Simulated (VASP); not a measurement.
Runs of VASP 6.6.1 on Hg. The structure is that of space group P6_3/mmc (No. 194), or close to it. The cells are those of the table. 

```csv
cell,k mesh,gap on the mesh (eV),pressure (GPa)
"a = 3.232, b = 3.232, c = 10.799 Å, angles 90.0, 90.0, 120.0°, 4 atoms",13 × 13 × 4,none,(a)
"a = 3.057, b = 3.057, c = 10.214 Å, angles 90.0, 90.0, 120.0°, 4 atoms",13 × 13 × 4,none,8.1
"a = 3.190, b = 3.190, c = 10.658 Å, angles 90.0, 90.0, 120.0°, 4 atoms",13 × 13 × 4,none,(b)
"a = 3.147, b = 3.147, c = 10.514 Å, angles 90.0, 90.0, 120.0°, 4 atoms",13 × 13 × 4,none,2.2
"a = 3.102, b = 3.102, c = 10.366 Å, angles 90.0, 90.0, 120.0°, 4 atoms",13 × 13 × 4,none,4.6
"a = 3.190, b = 3.190, c = 10.658 Å, angles 90.0, 90.0, 120.0°, 4 atoms",11 × 11 × 3,none,0.3
```

Alike in all rows: task single point; level PBEsol; potentials or basis VASP PAW PBE potentials, release 64 (Hg); no spin polarisation; cutoff (eV) 520; smearing fermi-dirac 0.1 eV.

Question: Fill in the values left out.

Answer: (a) -0.6; (b) 0.5.

Caveats: the PAW data sets were made with another functional, which shifts forces and pressure a little; spin-orbit coupling is left out, which moves the levels of the heavy elements.

A k mesh can miss the band edges, and the runs leave out spin-orbit coupling on Hg.

A gap of «none» marks levels without a gap at the run's occupations.
